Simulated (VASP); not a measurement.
Runs of VASP 6.6.1 on Sc. The structure is that of space group Pm-3m (No. 221), or close to it. The cells are those of the table. 

```csv
task,cell,cutoff (eV),gap on the mesh (eV),pressure (GPa)
single point,"a = 2.373 Å, 1 atom",520,none,(a)
relaxation of cell and atoms,"relaxed from a = 3.020 Å, 1 atom",600,none,0.0
relaxation of cell and atoms,"relaxed to 40 GPa from a = 3.020 Å, 1 atom",600,none,40.0
single point,"a = 2.919 Å, 1 atom",520,none,0.0
relaxation of cell and atoms,"relaxed to 20 GPa from a = 3.020 Å, 1 atom",600,none,20.0
single point,"a = 2.464 Å, 1 atom",520,none,40.9
single point,"a = 2.614 Å, 1 atom",520,none,20.3
```

Alike in all rows: level PBEsol; potentials or basis VASP PAW PBE potentials, release 64 (Sc_sv); no spin polarisation; k mesh 7 × 7 × 7; smearing fermi-dirac 0.1 eV.

Estimate the missing entries.

(a) 61.7.

Caveats: some runs use coarse meshes; the PAW data sets were made with another functional, which shifts forces and pressure a little; the cell is relaxed towards a set pressure, so the enthalpy falls and the energy may rise (some runs).

A gap of «none» marks levels without a gap at the run's occupations.
